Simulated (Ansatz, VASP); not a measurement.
# AlIn7N8 in VASP and in Ansatz

```
Al In N
1.0
     0.00000    0.00000   -5.62006
    -6.96323    0.00000    0.00000
     3.48161    6.03033    0.00000
Al In N
1 7 8
Direct
  0.00112 0.66667 0.33333
  0.00282 0.16565 0.33131
  0.00282 0.66869 0.83435
  0.00282 0.16565 0.83435
  0.50121 0.34230 0.17115
  0.50121 0.82885 0.17115
  0.50291 0.33333 0.66667
  0.50121 0.82885 0.65770
  0.66177 0.66667 0.33333
  0.61963 0.16509 0.33017
  0.61963 0.66983 0.83491
  0.61963 0.16509 0.83491
  0.11384 0.36229 0.18114
  0.11384 0.81886 0.18114
  0.12171 0.33333 0.66667
  0.11384 0.81886 0.63771
```

Alike in both runs: task single point; functional PBEsol; k mesh 4 × 3 × 3; occupations gaussian, width 0.01 eV; no spin polarisation.

|  | VASP | Ansatz |
| --- | --- | --- |
| version | VASP 6.6.1 | Ansatz 0.2.0 |
| potentials or method | VASP PAW PBE potentials, release 64 (Al, In_d, N), cutoff 520 eV | scalar-relativistic, plane waves, PAW |
| valence electrons in the cell | 134 | 134 |

```csv
,VASP,Ansatz,Ansatz less VASP
gap on the k mesh at the Fermi level (eV),0.10,0.11,+0.005
least direct gap on the mesh (eV),0.10,0.11,+0.005
pressure (GPa),0.1,0.0,-0.15
"traceless stress, the component that is largest in VASP (GPa)",-0.07,-0.05,+0.017
rms of the force components (eV/Å),0.010,0.002,-0.0083
```

VASP's potentials were made for PBE, not for PBEsol. Atom by atom the forces differ by 0.009 eV/Å (rms over components).
